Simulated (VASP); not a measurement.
A run of VASP 6.6.1 is set up as follows.

INCAR

```
ALGO = Normal
EDIFF = 1E-6
ENCUT = 520
GGA = PS
ISIF = 2
ISMEAR = -1
LASPH = T
LCHARG = T
LELF = T
LREAL = F
LVHAR = T
LWAVE = F
NBANDS = 7
NELM = 60
PREC = Accurate
SIGMA = 0.05
```

Contents of KPOINTS:

```
k-points
0
Gamma
  29 29 29
```

File POSCAR:

```
Be
1.0
   -0.9294872570      0.9294872570      0.9294872570
    0.9294872570     -0.9294872570      0.9294872570
    0.9294872570      0.9294872570     -0.9294872570
Be
1
Direct
    0.0000000000      0.0000000000      0.0000000000
```

Potentials or basis: VASP PAW PBE potentials, release 64 (Be).

Command:

```console
$ cat potpaw_PBE.64/Be/POTCAR > POTCAR
$ mpirun -np 1 vasp_std > vasp.out
```

**Question.** Predict the band gap on the k mesh.

**Answer.** Zero (band 1 reaches 25.72 eV, above the bottom of band 2 at 15.59 eV).

**Question.** Estimate the pressure.

**Answer.** 476.1 GPa.

Caveat: the PAW data sets were made with another functional, which shifts forces and pressure a little.
